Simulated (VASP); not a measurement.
# MgO (P6_3mc) in VASP: notebook

Runs on MgO. Level: PBEsol. Tasks: single point.

All numbers are computed with VASP 6.6.1; they aren't measurements. Logs are shortened: lines on timing, memory, paths and dates and some standing lists are left out, and cuts for length are marked.

## (1) The cell of the first run

It takes space group P6_3mc (No. 186, hexagonal). The conventional cell has a = 3.308 Å, b = 3.308 Å, c = 4.983 Å, α = 90.00°, β = 90.00°, γ = 120.00°. Mg (site symmetry 3m) has 4 O at 1.97 to 1.99 Å within 2.6 Å. O (site symmetry 3m) has 4 Mg at 1.97 to 1.99 Å within 2.6 Å.

## (2) Single point, PBEsol

Contents of INCAR:

```
SYSTEM = MgO
  PREC = Accurate
  ENCUT = 600
  EDIFF = 1E-6
  ISMEAR = 0
  SIGMA = 0.01
  LREAL = .False.
  LASPH = .True.
  NELM = 120
  ALGO = Normal
  ISIF = 2
  LWAVE = .False.
  LCHARG = .False.
  GGA = PS
  NBANDS = 16
  GGA_COMPAT = .False.
```

Contents of KPOINTS:

```
Automatic mesh
0
Gamma
  5 5 3
  0 0 0
```

Contents of POSCAR:

```
MgO
1.0
    3.3077870000      0.0000000000      0.0000000000
   -1.6538935000      2.8646275723      0.0000000000
    0.0000000000      0.0000000000      4.9828820000
Mg O
2 2
Direct
    0.3333330000      0.6666670000      0.0021600000
    0.6666670000      0.3333330000      0.5021600000
    0.3333330000      0.6666670000      0.4024400000
    0.6666670000      0.3333330000      0.9024400000
```

Potentials or basis: VASP PAW PBE potentials, release 64 (Mg, O).

On the command line:

```sh
$ cat potpaw_PBE.64/Mg/POTCAR potpaw_PBE.64/O/POTCAR > POTCAR
$ mpirun -np 1 vasp_std > vasp.out
```

OUTCAR:

```text
SYSTEM = MgO
   PREC = Accurate
   ENCUT = 600
   EDIFF = 1E-6
   ISMEAR = 0
   LREAL = .False.
   LASPH = .True.
   NELM = 120
   ISIF = 2
   GGA = PS

 ion  position               nearest neighbor table
   1  0.333  0.667  0.002-   4 1.97   4 1.97   4 1.97   3 1.99   2 3.14   2 3.14   2 3.14   2 3.14
                             2 3.14   2 3.14
   2  0.667  0.333  0.502-   3 1.97   3 1.97   3 1.97   4 1.99   1 3.14   1 3.14   1 3.14   1 3.14
                             1 3.14   1 3.14
   3  0.333  0.667  0.402-   2 1.97   2 1.97   2 1.97   1 1.99
   4  0.667  0.333  0.902-   1 1.97   1 1.97   1 1.97   2 1.99

  LATTYP: Found a hexagonal cell.
 ALAT       =     3.3077870000
 C/A-ratio  =     1.5064095723

  Lattice vectors:

 A1 = (   3.3077870000,   0.0000000000,   0.0000000000)
 A2 = (  -1.6538935000,   2.8646275723,   0.0000000000)
 A3 = (   0.0000000000,   0.0000000000,   4.9828820000)

Analysis of symmetry for initial positions (statically):
=====================================================================
 Subroutine PRICEL returns:
 Original cell was already a primitive cell.

 Routine SETGRP: Setting up the symmetry group for a
 hexagonal supercell.

 Subroutine GETGRP returns: Found 12 space group operations
 (whereof  6 operations were pure point group operations)
 out of a pool of 24 trial point group operations.

The static configuration has the point symmetry C_3v.
 The point group associated with its full space group is C_6v.

Analysis of symmetry for dynamics (positions and initial velocities):
=====================================================================
 Subroutine PRICEL returns:
 Original cell was already a primitive cell.

 Routine SETGRP: Setting up the symmetry group for a
 hexagonal supercell.

 Subroutine GETGRP returns: Found 12 space group operations
 (whereof  6 operations were pure point group operations)
 out of a pool of 24 trial point group operations.

The dynamic configuration has the point symmetry C_3v.
 The point group associated with its full space group is C_6v.

 Subroutine INISYM returns: Found 12 space group operations
 (whereof  6 operations are pure point group operations),
 and found     1 'primitive' translations

----------------------------------------------------------------------------------------

                                     Primitive cell

  volume of cell :      47.2157

  direct lattice vectors                    reciprocal lattice vectors
     3.307787000  0.000000000  0.000000000     0.302316927  0.174542759  0.000000000
    -1.653893500  2.864627572  0.000000000     0.000000000  0.349085518  0.000000000
     0.000000000  0.000000000  4.982882000     0.000000000  0.000000000  0.200687072

  length of vectors
     3.307787000  3.307787000  4.982882000     0.349085518  0.349085518  0.200687072

  position of ions in fractional coordinates (direct lattice)
     0.333333000  0.666667000  0.002160000
     0.666667000  0.333333000  0.502160000
     0.333333000  0.666667000  0.402440000
     0.666667000  0.333333000  0.902440000

  ion indices of the primitive-cell ions
   primitive index   ion index
                 1           1
                 2           2
                 3           3
                 4           4

----------------------------------------------------------------------------------------

 KPOINTS: Automatic mesh

Automatic generation of k-mesh.
 Grid dimensions read from file:
 generate k-points for:    5    5    3

 Generating k-lattice:

  Cartesian coordinates                     Fractional coordinates (reciprocal lattice)
     0.060463385  0.034908552  0.000000000     0.200000000 -0.000000000  0.000000000
     0.000000000  0.069817104  0.000000000     0.000000000  0.200000000  0.000000000
     0.000000000  0.000000000  0.066895691     0.000000000  0.000000000  0.333333333

  Length of vectors
     0.069817104  0.069817104  0.066895691

  Shift w.r.t. Gamma in fractional coordinates (k-lattice)
     0.000000000  0.000000000  0.000000000

 Subroutine IBZKPT returns following result:
 ===========================================

 Found     10 irreducible k-points:

 Following reciprocal coordinates:
            Coordinates               Weight
  0.000000  0.000000  0.000000      1.000000
  0.200000 -0.000000  0.000000      6.000000
  0.400000  0.000000  0.000000      6.000000
  0.200000  0.200000  0.000000      6.000000
  0.400000  0.200000  0.000000      6.000000
  0.000000  0.000000  0.333333      2.000000
  0.200000 -0.000000  0.333333     12.000000
  0.400000  0.000000  0.333333     12.000000
  0.200000  0.200000  0.333333     12.000000
  0.400000  0.200000  0.333333     12.000000
   k-points           NKPTS =     10   k-points in BZ     NKDIM =     10   number of bands    NBANDS=     16
   number of dos      NEDOS =    301   number of ions     NIONS =      4
   total plane-waves  NPLWV =  31360
   dimension x,y,z NGX =    28 NGY =   28 NGZ =   40
   dimension x,y,z NGXF=    56 NGYF=   56 NGZF=   80
   ions per type =               2   2
   NGX,Y,Z   is equivalent  to a cutoff of  14.07, 14.07, 13.35 a.u.
   NGXF,Y,Z  is equivalent  to a cutoff of  28.15, 28.15, 26.69 a.u.
 SYSTEM =  MgO
   PREC   = accura    normal or accurate (medium, high low for compatibility)
   ISTART =      0    job   : 0-new  1-cont  2-samecut
   ICHARG =      2    charge: 1-file 2-atom 10-const
   ISPIN  =      1    spin polarized calculation?
   LNONCOLLINEAR =      F non collinear calculations
   LSORBIT =      F    spin-orbit coupling
   LASPH  =      T    aspherical Exc in radial PAW
   ENCUT  =  600.0 eV  44.10 Ry    6.64 a.u.   6.61  6.61  9.95*2*pi/ulx,y,z
   NELM   =    120;   NELMIN=  2; NELMDL= -5     # of ELM steps
   EDIFF  = 0.1E-05   stopping-criterion for ELM
   LREAL  =      F    real-space projection
   EDIFFG = 0.1E-04   stopping-criterion for IOM
   NSW    =      0    number of steps for IOM
   IBRION =     -1    ionic relax: 0-MD 1-quasi-New 2-CG
   NFREE  =      0    steps in history (QN), initial steepest desc. (CG)
   ISIF   =      2    stress and relaxation
   ISYM   =      2    0-nonsym 1-usesym 2-fastsym
   POTIM  = 0.5000    time-step for ionic-motion
   TEBEG  =    0.0;   TEEND  =   0.0 temperature during run
   PSTRESS=    0.0 pullay stress
   NELECT =      16.0000    total number of electrons
   NUPDOWN=      -1.0000    fix difference up-down
   EMIN   =  10.00;   EMAX   =-10.00  energy-range for DOS
   EFERMI =   0.00;   METHOD = LEGACY
   ISMEAR =     0;   SIGMA  =   0.01  broadening in eV -4-tet -1-fermi 0-gaus
   EFERMI_NEDOS =   21; number of points for ismear=-14 and -15
   IALGO  =     38    algorithm
   IMIX   =      4    mixing-type and parameters
     AMIX     =   0.40;   BMIX     =  1.00
     AMIX_MAG =   1.60;   BMIX_MAG =  1.00
  volume/ion in A,a.u.               =      11.80        79.66
  Fermi-wavevector in a.u.,A,eV,Ry     =   1.141351  2.156841 17.724080  1.302683
  Thomas-Fermi vector in A             =   2.278052
   LORBIT       =      0    0 simple, 1 ext, 2 COOP (PROOUT), +10 PAW based schemes
   GGA     = PS    functional components
   LHFCALC =     F    Hartree Fock is set to
   AEXX    =    0.0000 exact exchange contribution
   IVDW    =     0    specifies the selected vdW correction
   LEPSILON=     F    determine dielectric tensor
   LRPA    =     F    only Hartree local field effects (RPA)
 non-spin polarized calculation
 Gauss-broadening in eV      SIGMA  =   0.01
  energy-cutoff  :      600.00
  volume of cell :       47.22
 maximum number of plane-waves:      1604
 NGX is ok and might be reduce to    28
   NGX = 13   NGY = 13   NGZ = 19

 number of electron      15.9999997 magnetization

 Free energy of the ion-electron system (eV)
  ---------------------------------------------------
  ext. energy  EPLUGINS =         0.00000000
  ---------------------------------------------------
  free energy    TOTEN  =       -24.55463713 eV

  energy without entropy =      -24.55463713  energy(sigma->0) =      -24.55463713

 E-fermi :   1.0985     XC(G=0):  -9.9790

 val. band max:        1.0321673156   @ k =   0.0000   0.0000   0.0000
 cond. band min:       4.3763732250   @ k =   0.0000   0.0000   0.0000
 fundamental gap:      3.3442059094
 Fermi energy:         1.0984601396

 k-point     1 :       0.0000    0.0000    0.0000
  band No.  band energies     occupation
      1     -15.1658      2.00000
      2     -14.3349      2.00000
      3      -2.3042      2.00000
      4       0.2364      2.00000
      5       0.2364      2.00000
      6       0.5818      2.00000
[... 8 lines left out ...]
     15      17.3634      0.00000
     16      17.3635      0.00000

 k-point     2 :       0.2000   -0.0000    0.0000
  band No.  band energies     occupation
      1     -14.9745      2.00000
      2     -14.2781      2.00000
      3      -1.9265      2.00000
      4      -0.7048      2.00000
      5      -0.2434      2.00000
      6       0.0166      2.00000
[... 8 lines left out ...]
     15      16.1687      0.00000
     16      16.4533      0.00000

 k-point     3 :       0.4000    0.0000    0.0000
  band No.  band energies     occupation
      1     -14.5953      2.00000
      2     -14.2369      2.00000
      3      -1.9513      2.00000
      4      -1.1134      2.00000
      5      -0.9771      2.00000
      6      -0.2585      2.00000
[... 8 lines left out ...]
     15      15.1350      0.00000
     16      16.7079      0.00000

 k-point     4 :       0.2000    0.2000    0.0000
  band No.  band energies     occupation
      1     -14.6836      2.00000
      2     -14.2319      2.00000
      3      -1.5069      2.00000
      4      -1.3043      2.00000
      5      -0.9396      2.00000
      6      -0.2188      2.00000
[... 8 lines left out ...]
     15      15.1187      0.00000
     16      16.9052      0.00000

 k-point     5 :       0.4000    0.2000    0.0000
  band No.  band energies     occupation
      1     -14.4302      2.00000
      2     -14.2699      2.00000
      3      -1.9308      2.00000
      4      -1.0266      2.00000
      5      -0.7707      2.00000
      6      -0.5066      2.00000
[... 8 lines left out ...]
     15      14.5672      0.00000
     16      16.8896      0.00000

 k-point     6 :       0.0000    0.0000    0.3333
  band No.  band energies     occupation
      1     -14.9702      2.00000
      2     -14.5556      2.00000
      3      -1.7114      2.00000
      4      -0.1952      2.00000
      5       0.3198      2.00000
      6       0.3198      2.00000
[... 8 lines left out ...]
     15      16.0835      0.00000
     16      16.0835      0.00000

 k-point     7 :       0.2000   -0.0000    0.3333
  band No.  band energies     occupation
      1     -14.8065      2.00000
      2     -14.4585      2.00000
      3      -1.6802      2.00000
      4      -0.9796      2.00000
      5      -0.1040      2.00000
      6       0.1495      2.00000
[... 8 lines left out ...]
     15      15.9416      0.00000
     16      16.1399      0.00000

 k-point     8 :       0.4000    0.0000    0.3333
  band No.  band energies     occupation
      1     -14.5012      2.00000
      2     -14.3215      2.00000
      3      -2.1362      2.00000
      4      -1.7643      2.00000
      5      -0.1754      2.00000
      6      -0.0802      2.00000
[... 8 lines left out ...]
     15      15.5173      0.00000
     16      16.3912      0.00000

 k-point     9 :       0.2000    0.2000    0.3333
  band No.  band energies     occupation
      1     -14.5685      2.00000
      2     -14.3423      2.00000
      3      -1.7544      2.00000
      4      -1.6472      2.00000
      5      -0.3782      2.00000
      6      -0.1545      2.00000
[... 8 lines left out ...]
     15      15.0362      0.00000
     16      17.5426      0.00000

 k-point    10 :       0.4000    0.2000    0.3333
  band No.  band energies     occupation
      1     -14.3826      2.00000
      2     -14.3022      2.00000
      3      -1.9751      2.00000
      4      -1.6531      2.00000
      5      -0.9269      2.00000
      6      -0.3828      2.00000
[... 8 lines left out ...]
     15      15.1872      0.00000
     16      17.4727      0.00000

------------------------ aborting loop because EDIFF is reached ----------------------------------------

  FORCE on cell =-STRESS in cart. coord.  units (eV):
  Direction    XX          YY          ZZ          XY          YZ          ZX
  --------------------------------------------------------------------------------------
  -------------------------------------------------------------------------------------
  Total       -0.0350630     -0.0350630     -0.0214995      0.0000000      0.0000000      0.0000000
  in kB       -1.1897993     -1.1897993     -0.7295465      0.0000000      0.0000000      0.0000000
  external PRESSURE =      -1.0363817 kB  Pullay stress =       0.0000000 kB

 VOLUME and BASIS-vectors are now :
 -----------------------------------------------------------------------------
  energy-cutoff  :      600.00
  volume of cell :       47.22
      direct lattice vectors                 reciprocal lattice vectors
     3.307787000  0.000000000  0.000000000     0.302316927  0.174542759  0.000000000
    -1.653893500  2.864627572  0.000000000     0.000000000  0.349085518  0.000000000
     0.000000000  0.000000000  4.982882000     0.000000000  0.000000000  0.200687072

 POSITION                                       TOTAL-FORCE (eV/Angst)
 -----------------------------------------------------------------------------------
     -0.00000      1.90975      0.01076        -0.000000     -0.000000      0.009761
      1.65390      0.95487      2.50220         0.000000     -0.000000      0.009761
     -0.00000      1.90975      2.00531         0.000000      0.000000     -0.009761
      1.65390      0.95487      4.49675        -0.000000     -0.000000     -0.009761
 -----------------------------------------------------------------------------------
    total drift:                               -0.001682      0.000971      0.001722

  FREE ENERGIE OF THE ION-ELECTRON SYSTEM (eV)
  ---------------------------------------------------
  free  energy   TOTEN  =       -24.5546371328 eV

  energy  without entropy=      -24.5546371328  energy(sigma->0) =      -24.55463713
```

Wall time 18 s (1 thread of Intel Xeon 8259CL, shared host); peak memory 0.17 GiB.

Results:

```
Free energy            : -24.5546 eV
Pressure               : -0.1 GPa
Largest force          : 0.010 eV/Å
Band gap on the k mesh : 3.34 eV, direct
```

Forces on the atoms (eV/Å):
```
Mg   0.000  0.000  0.010
Mg   0.000  0.000  0.010
O    0.000  0.000 -0.010
O    0.000  0.000 -0.010
```

Caveat: the k points lie up to 0.44 Å⁻¹ apart; the PAW data sets were made with another functional, which shifts forces and pressure a little. As with any semilocal functional, this PBEsol gap is likely too small.

## (3) Single point, PBEsol

Contents of INCAR:

```
ALGO     = Normal         # electronic algorithm
EDIFF    = 1E-6           # SCF threshold, eV
ENCUT    = 600            # plane-wave cutoff, eV
GGA      = PS             # functional
GGA_COMPAT= F            
ISIF     = 2              # what is computed and relaxed
ISMEAR   = 0              # smearing method
LASPH    = T              # aspherical terms in the spheres
LCHARG   = T              # write CHGCAR
LELF     = T              # ELF
LREAL    = F              # projectors in reciprocal space
LVHAR    = T            
LWAVE    = F              # write WAVECAR
NBANDS   = 16             # bands
NELM     = 120            # most SCF steps
PREC     = Accurate       # precision mode
SIGMA    = 0.01           # smearing width, eV
```

Contents of KPOINTS:

```
k-points
0
Gamma
  6 6 4
```

POSCAR is that of step 2.

Potentials or basis: VASP PAW PBE potentials, release 64 (Mg, O).

On the command line:

```sh
$ cat potpaw_PBE.64/Mg/POTCAR potpaw_PBE.64/O/POTCAR > POTCAR
$ mpirun -np 1 vasp_std > vasp.out
```

Wall time 32 s (1 thread of Intel Xeon 8259CL, shared host); peak memory 0.18 GiB.

The run converged. Its results:

- Free energy: -24.5555 eV
- Pressure: -0.1 GPa
- Largest force: 0.010 eV/Å
- Band gap on the k mesh: 3.34 eV, direct

Forces in eV/Å, atoms in the order of the input:
```
Mg   0.000  0.000  0.010
Mg   0.000  0.000  0.010
O    0.000  0.000 -0.010
O    0.000  0.000 -0.010
```

Levels at points of the mesh, in eV from the valence-band top:
```
           k point  band 4  band 5  band 6  band 7  band 8  band 9  band 10  band 11  band 12  band 13
(0.00, 0.00, 0.00)   -0.80   -0.80   -0.45   -0.45    0.00    3.34     8.40    10.22    13.95    13.95
(0.50, 0.00, 0.00)   -2.23   -1.79   -1.33   -0.85   -0.52    7.61     7.94     9.10    10.63    12.76
(0.00, 0.00, 0.50)   -2.06   -0.63   -0.63   -0.63   -0.63    5.88     5.88    13.09    13.09    14.44
(0.50, 0.00, 0.50)   -3.20   -0.95   -0.95   -0.73   -0.73    7.21     7.21    10.69    10.69    13.54
```

Caveat: the PAW data sets were made with another functional, which shifts forces and pressure a little.

[end of part 1 of 2]
